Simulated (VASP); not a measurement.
# Co5H in VASP: a series of runs, part 2 of 2

VASP 6.6.1.

## (4) Single point, PBEsol, collinear spin, ferromagnetic start

INCAR

```
SYSTEM = Co5H
ALGO = Normal
DIPOL = 0.5 0.5 0.493
EDIFF = 1E-6
ENCUT = 520
GGA = PS
IDIPOL = 3
ISIF = 2
ISMEAR = 0
ISPIN = 2
LASPH = .True.
LCHARG = .True.
LDIPOL = .True.
LELF = .True.
LMAXMIX = 4
LORBIT = 11
LREAL = .False.
LVACPOTAV = .True.
LVHAR = .True.
LWAVE = .False.
MAGMOM = 1.94 1.87 1.83 1.86 1.92 1
NBANDS = 36
NELM = 150
PREC = Accurate
SIGMA = 0.1
```

KPOINTS

```
k-points
0
Gamma
  12 12 1
  0 0 0
```

POSCAR

```
Co5H
1.0
    2.4564239303      0.0000000000      0.0000000000
   -1.2282119652      2.1273255261      0.0000000000
    0.0000000000      0.0000000000     26.9388241190
Co H
5 1
Direct
    0.6666666667      0.3333333333      0.3155297337
    0.3333333333      0.6666666667      0.3892042942
    0.6666666667      0.3333333333      0.4631036639
    0.3333333333      0.6666666667      0.5374086796
    0.6666666667      0.3333333333      0.6089481499
    1.3333333333      0.6666666667      0.6431214387
```

Potentials or basis: VASP PAW PBE potentials, release 64 (Co, H).

Launch:

```console
$ cat potpaw_PBE.64/Co/POTCAR potpaw_PBE.64/H/POTCAR > POTCAR
$ mpirun -np 1 vasp_std > vasp.out
```

OUTCAR:

```text
SYSTEM = Co5H
   EDIFF = 1E-6
   ENCUT = 520
   GGA = PS
   ISIF = 2
   ISMEAR = 0
   ISPIN = 2
   LASPH = .True.
   LORBIT = 11
   LREAL = .False.
   NELM = 150
   PREC = Accurate

 ion  position               nearest neighbor table
   1  0.667  0.333  0.316-   2 2.44   2 2.44   2 2.44
   2  0.333  0.667  0.389-   1 2.44   1 2.44   1 2.44   3 2.44   3 2.44   3 2.44
   3  0.667  0.333  0.463-   2 2.44   2 2.44   2 2.44   4 2.45   4 2.45   4 2.45
   4  0.333  0.667  0.537-   5 2.39   5 2.39   5 2.39   3 2.45   3 2.45   3 2.45
   5  0.667  0.333  0.609-   6 1.69   6 1.69   6 1.69   4 2.39   4 2.39   4 2.39
   6  0.333  0.667  0.643-   5 1.69   5 1.69   5 1.69

  LATTYP: Found a hexagonal cell.
 ALAT       =     2.4564239303
 C/A-ratio  =    10.9666836358

  Lattice vectors:

 A1 = (   2.4564239303,   0.0000000000,   0.0000000000)
 A2 = (  -1.2282119652,   2.1273255261,   0.0000000000)
 A3 = (   0.0000000000,   0.0000000000,  26.9388241190)

Analysis of symmetry for initial positions (statically):
=====================================================================
 Subroutine PRICEL returns:
 Original cell was already a primitive cell.

 Routine SETGRP: Setting up the symmetry group for a
 hexagonal supercell.

 Subroutine GETGRP returns: Found  6 space group operations
 (whereof  6 operations were pure point group operations)
 out of a pool of 24 trial point group operations.

The static configuration has the point symmetry C_3v.

Analysis of symmetry for dynamics (positions and initial velocities):
=====================================================================
 Subroutine PRICEL returns:
 Original cell was already a primitive cell.

 Routine SETGRP: Setting up the symmetry group for a
 hexagonal supercell.

 Subroutine GETGRP returns: Found  6 space group operations
 (whereof  6 operations were pure point group operations)
 out of a pool of 24 trial point group operations.

The dynamic configuration has the point symmetry C_3v.
[... 180 lines left out ...]
      1      -8.6415      1.00000
      2      -7.7094      1.00000
      3      -6.4811      1.00000
      4      -5.1377      1.00000
      5      -4.4763      1.00000
      6      -2.6821      1.00000
[... 711 lines left out ...]
     34       9.0385      0.00000
     35       9.8565      0.00000
 Fermi energy:         0.9526361816

 spin component 2

 k-point     1 :       0.0000    0.0000    0.0000
  band No.  band energies     occupation
      1      -8.5627      1.00000
      2      -7.6314      1.00000
      3      -6.3621      1.00000
      4      -4.8135      1.00000
      5      -3.7003      1.00000
      6      -1.9290      1.00000
[... 711 lines left out ...]
     34       9.4479      0.00000
     35      10.4047      0.00000
 [bands above 35 left out]

------------------------ aborting loop because EDIFF is reached ----------------------------------------

  FORCE on cell =-STRESS in cart. coord.  units (eV):
  Direction    XX          YY          ZZ          XY          YZ          ZX
  --------------------------------------------------------------------------------------
  -------------------------------------------------------------------------------------
  Total       -1.1190541     -1.1190541     -0.6534155      0.0000000      0.0000000     -0.0000000
  in kB      -12.7363726    -12.7363726     -7.4367661      0.0000000      0.0000000     -0.0000000
  external PRESSURE =     -10.9698371 kB  Pullay stress =       0.0000000 kB

 VOLUME and BASIS-vectors are now :
 -----------------------------------------------------------------------------
  energy-cutoff  :      520.00
  volume of cell :      140.77
      direct lattice vectors                 reciprocal lattice vectors
     2.456423930  0.000000000  0.000000000     0.407095855  0.235036901  0.000000000
    -1.228211965  2.127325526  0.000000000     0.000000000  0.470073803  0.000000000
     0.000000000  0.000000000 26.938824119     0.000000000  0.000000000  0.037121145

 POSITION                                       TOTAL-FORCE (eV/Angst)
 -----------------------------------------------------------------------------------
      1.22821      0.70911      8.50000         0.000000     -0.000000      0.399122
     -0.00000      1.41822     10.48471        -0.000000      0.000000     -0.415441
      1.22821      0.70911     12.47547        -0.000000     -0.000000      0.252650
     -0.00000      1.41822     14.47716         0.000000     -0.000000     -0.539550
      1.22821      0.70911     16.40435        -0.000000     -0.000000      0.295792
     -0.00000      1.41822     17.32494        -0.000000     -0.000000      0.007426
 -----------------------------------------------------------------------------------
    total drift:                                0.000000      0.000000      0.000118

  FREE ENERGIE OF THE ION-ELECTRON SYSTEM (eV)
  ---------------------------------------------------
  free  energy   TOTEN  =       -40.9625198343 eV

  energy  without entropy=      -40.9424599677  energy(sigma->0) =      -40.95248990

 vacuum level on the upper side and lower side of the slab         5.904         6.118

 total charge

# of ion       s       p       d       tot
------------------------------------------
    1        0.495   0.429   7.250   8.174
    2        0.504   0.562   7.286   8.353
    3        0.505   0.559   7.291   8.355
    4        0.510   0.576   7.289   8.375
    5        0.494   0.618   7.371   8.484
    6        0.524   0.025   0.000   0.549
--------------------------------------------------
tot          3.033   2.770  36.488  42.290

 magnetization (x)

# of ion       s       p       d       tot
------------------------------------------
    1       -0.011  -0.033   1.747   1.704
    2       -0.015  -0.051   1.680   1.614
    3       -0.014  -0.052   1.610   1.543
    4       -0.012  -0.048   1.687   1.626
    5       -0.005  -0.016   1.241   1.219
    6       -0.017   0.001   0.000  -0.016
--------------------------------------------------
tot         -0.075  -0.199   7.964   7.690
```

stdout:

```text
POSCAR found type information on POSCAR CoH
 POSCAR found :  2 types and       6 ions
 scaLAPACK will be used
 -----------------------------------------------------------------------------
|                                                                             |
[... 23 lines left out ...]
|     field-free region was found. Please increase the size of  your cell     |
|     in the dimension of the dipole correction to obtain accurate            |
|     workfunction values.                                                    |
|                                                                             |
 -----------------------------------------------------------------------------
```

It took 7.2 min on 1 thread of AMD EPYC 9R45 (Zen 5), shared host; peak memory 0.34 GiB.

Results:

```
Free energy                                           : -40.9625 eV
Largest force                                         : 0.540 eV/Å
Net moment                                            : 7.67 μB per cell
Site moments                                          : Co +1.70, +1.61, +1.54, +1.63, +1.22; H -0.02 μB
Valence electrons inside the program's atomic spheres : Co 8.17, 8.35, 8.36, 8.38, 8.48; H 0.55
```

Forces in eV/Å, atoms in the order of the input:
```
Co   0.000  0.000  0.399
Co   0.000  0.000 -0.415
Co   0.000  0.000  0.253
Co   0.000  0.000 -0.540
Co   0.000  0.000  0.296
H    0.000  0.000  0.007
```

Caveat: the PAW data sets were made with another functional, which shifts forces and pressure a little.

## (5) The runs side by side

```tsv
cell	gap on the mesh (eV)	moment (μB)	largest force (eV/Å)
as given, atomic positions A	none	7.36	0.38
as given, atomic positions B	none	7.63	0.46
as given, atomic positions C	none	7.67	0.54
```

Alike in all rows: task single point; level PBEsol; potentials or basis VASP PAW PBE potentials, release 64 (Co, H); spin collinear, ferromagnetic start; k mesh 12 × 12 × 1; cutoff (eV) 520; smearing gaussian 0.1 eV.

Caveats: the PAW data sets were made with another functional, which shifts forces and pressure a little.

Absolute energies hang on the potentials; compare differences alone.
